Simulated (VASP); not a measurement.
Here is a VASP 6.6.1 calculation.

INCAR

```
SYSTEM = ZrWS4
PREC = Accurate
ENCUT = 520
EDIFF = 1E-7
ISMEAR = 0
SIGMA = 0.1
LREAL = .FALSE.
LASPH = .TRUE.
NELM = 150
ALGO = Normal
ISIF = 2
LWAVE = .FALSE.
LCHARG = .TRUE.
ISPIN = 2
MAGMOM = 0 1.29 0 0 0 0
LORBIT = 11
LMAXMIX = 4
GGA = PE
LELF = .TRUE.
LVHAR = .TRUE.
NBANDS = 38
```

Contents of KPOINTS:

```
Automatic mesh
0
G
  10 10 6
  0 0 0
```

The input POSCAR:

```
ZrWS4
1.0
    4.3099567682      0.0000000000      0.0000000000
    0.0000000000      4.3099567682      0.0000000000
    0.0000000000      0.0000000000      6.1308399930
Zr W S
1 1 4
Direct
    0.5000000000      0.5000000000      0.5000000000
    0.0000000000      0.0000000000      0.0000000000
    0.5000000000      0.0000000000      0.2371855139
    0.0000000000      0.5000000000      0.7628144861
    0.5000000000      0.0000000000      0.7628144861
    0.0000000000      0.5000000000      0.2371855139
```

Potentials or basis: VASP PAW PBE potentials, release 64 (Zr_sv, W_sv, S).

Launch:

```sh
$ cat potpaw_PBE.64/Zr_sv/POTCAR potpaw_PBE.64/W_sv/POTCAR potpaw_PBE.64/S/POTCAR > POTCAR
$ mpirun -np 1 vasp_std > vasp.out
```

**Question.** What does it give for the pressure?

**Answer.** 0.0 GPa.

**Question.** Estimate the net moment.

**Answer.** 1.92 μB per cell.

**Question.** Predict the site moments.

**Answer.** Zr +0.08; W +1.45; S -0.02 μB.

Forces on the atoms (eV/Å):
```
Zr   0.000  0.000  0.000
W    0.000  0.000  0.000
S    0.000  0.000  0.010
S    0.000  0.000 -0.010
S    0.000  0.000 -0.010
S    0.000  0.000  0.010
```
